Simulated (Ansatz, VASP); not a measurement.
# SnO2: VASP beside Ansatz

Contents of INCAR:

```
PREC = Accurate
ENCUT = 520
EDIFF = 1E-8
ISMEAR = -1
SIGMA = 0.03
LREAL = False
LASPH = True
NELM = 60
ALGO = Normal
ISIF = 2
LWAVE = False
LCHARG = False
GGA = PE
LEFG = True
NBANDS = 35
```

File KPOINTS:

```
regular mesh
0
Gamma
  4 4 6
```

Contents of POSCAR:

```
SnO2
1.0
    4.7373500000      0.0473735000      0.0473735000
    0.0473735000      4.7373500000      0.0473735000
    0.0318640000      0.0318640000      3.1864000000
Sn O
2 4
Direct
    0.0000000000      0.0000000000      0.0000000000
    0.5000000000      0.5000000000      0.5000000000
    0.3056200000      0.3056200000      0.0000000000
    0.1943800000      0.8056200000      0.5000000000
    0.6943800000      0.6943800000      0.0000000000
    0.8056200000      0.1943800000      0.5000000000
```

Input for Ansatz:

```yaml
crystal:
  lattice:
    - [4.73735, 0.0473735, 0.0473735]
    - [0.0473735, 4.73735, 0.0473735]
    - [0.031864, 0.031864, 3.1864]
  atoms:
    - { symbol: Sn, position: [0.0, 0.0, 0.0] }
    - { symbol: Sn, position: [0.5, 0.5, 0.5] }
    - { symbol: O, position: [0.30562, 0.30562, 0.0] }
    - { symbol: O, position: [0.19438, 0.80562, 0.5] }
    - { symbol: O, position: [0.69438, 0.69438, 0.0] }
    - { symbol: O, position: [0.80562, 0.19438, 0.5] }
kpoints:
  mp_grid: { grid: [4, 4, 6] }
scf:
  occupations: { method: fermi_dirac, width: 0.03 }
hamiltonian:
  xc: pbe
  pseudopotentials: { kind: all_electron, datasets: crystal }
output:
  forces: true
  stress: true
  eigenvalues: true
  efg: { contact_densities: true }
```

Change from the starting cell: equal xy, yz and zx shear strains of +2 %, crystal datasets.

Alike in both runs: task electric field gradients; functional PBE; k mesh 4 × 4 × 6; occupations fermi-dirac, width 0.03 eV; no spin polarisation.

|  | VASP | Ansatz |
| --- | --- | --- |
| version | VASP 6.6.1 | Ansatz 0.2.0 |
| potentials or method | VASP PAW PBE potentials, release 64 (Sn_d, O), cutoff 520 eV | all-electron PAW with datasets made for the crystal, scalar-relativistic |

|  | VASP | Ansatz | Ansatz less VASP |
| --- | --- | --- | --- |
| gap on the k mesh at the Fermi level (eV) | 1.24 | 1.26 | +0.014 |
| pressure (GPa) | 11.8 | 11.0 | -0.76 |
| traceless stress, the component that is largest in VASP (GPa) | -4.24 | -4.21 | +0.026 |
| rms of the force components (eV/Å) | 0.097 | 0.092 | -0.0049 |
| size of Vzz on the site where it differs most (V/Å²) | 64.7 | 62.7 | -2.01 |

Atom by atom the forces differ by 0.009 eV/Å (rms over components). Ansatz ran all-electron here, and VASP with PAW potentials.
